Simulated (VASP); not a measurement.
SiC (Moissanite 3C):

```
Si C
1.0
     0.00000    2.16438    2.16438
     2.16438    0.00000    2.16438
     2.16438    2.16438    0.00000
Si C
1 1
Direct
  0.00000 0.00000 0.00000
  0.75000 0.75000 0.75000
```

Base run:

- Program: VASP 6.6.1
- Functional: RPBE
- Dispersion: D4
- Potentials or basis: VASP PAW PBE potentials, release 64 (Si, C)
- Cutoff: 600 eV
- k mesh: 10 × 10 × 10
- Occupations: fermi-dirac, width 0.05 eV
- Spin: no spin polarisation

Its results: band gap on the k mesh 1.34 eV, indirect (least direct gap 4.56 eV); pressure 0.2 GPa.

Question: After a change of settings the same cell gave: band gap on the k mesh 1.69 eV, indirect (least direct gap 4.86 eV); pressure 4.0 GPa. Which change was it?
A. functional from RPBE to BLYP
B. functional from RPBE to PBE; dispersion from D4 to D3(BJ)
C. functional from RPBE to revPBE; dispersion from D4 to D3(BJ)
D. functional from RPBE to PBEsol; dispersion from D4 to none; cutoff from 600 eV to 520 eV

Answer: A.

Caveats: the PAW data sets were made with another functional, which shifts forces and pressure a little.
